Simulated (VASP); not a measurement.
# La2BeSe4: single point with PBE

La2BeSe4:

```
La Be Se
1.0
     4.67480    2.69900    4.16769
    -4.67480    2.69900    4.16769
     0.00000   -5.39799    4.16769
La Be Se
2 1 4
Direct
  0.74293 0.74293 0.74293
  0.19739 0.19739 0.19739
  0.46903 0.46903 0.46903
  0.97138 0.47248 0.97138
  0.97138 0.97138 0.47248
  0.47248 0.97138 0.97138
  0.97030 0.97030 0.97030
```

The cell was built from a structure type or drawn by symmetry, and may not be a known phase.

* Program: VASP 6.6.1
* Task: single point
* Functional: PBE
* Potentials or basis: VASP PAW PBE potentials, release 64 (La, Be, Se)
* Cutoff: 520 eV
* k mesh: 3 × 3 × 3
* Occupations: gaussian, width 0.1 eV
* Spin: no spin polarisation
* Dipole correction: no
* Further INCAR settings: ALGO = Normal; EDIFF = 1e-07; NBANDS = 33

```yaml
Pressure: 0.0 GPa
Largest_force: 0.016 eV/Å
Band_gap_on_the_k_mesh: zero (bands 24 and 25 overlap by 1.24 eV)
```

Forces in eV/Å, atoms in the order of the input:
```
La   0.000  0.000  0.014
La   0.000  0.000 -0.013
Be   0.000  0.000  0.016
Se   0.002 -0.001 -0.007
Se   0.000  0.003 -0.007
Se  -0.002 -0.001 -0.007
Se   0.000  0.000  0.005
```

Stress tensor (GPa, compression positive):
```
 0.07  0.00  0.00
 0.00  0.07  0.00
 0.00  0.00 -0.02
```

Levels at points of the mesh, in eV from the Fermi level:
```csv
k point,band 21,band 22,band 23,band 24,band 25,band 26,band 27,band 28
"(0.00, 0.00, 0.00)",-0.69,-0.69,0.08,0.91,0.93,0.93,2.02,2.02
```

It took 95 s on 1 thread of Intel(R) Xeon(R) 6975P-C (Granite Rapids), with other jobs on the host, peak memory 0.42 GiB.

Caveat: spin-orbit coupling is left out, which moves the levels of the heavy elements.
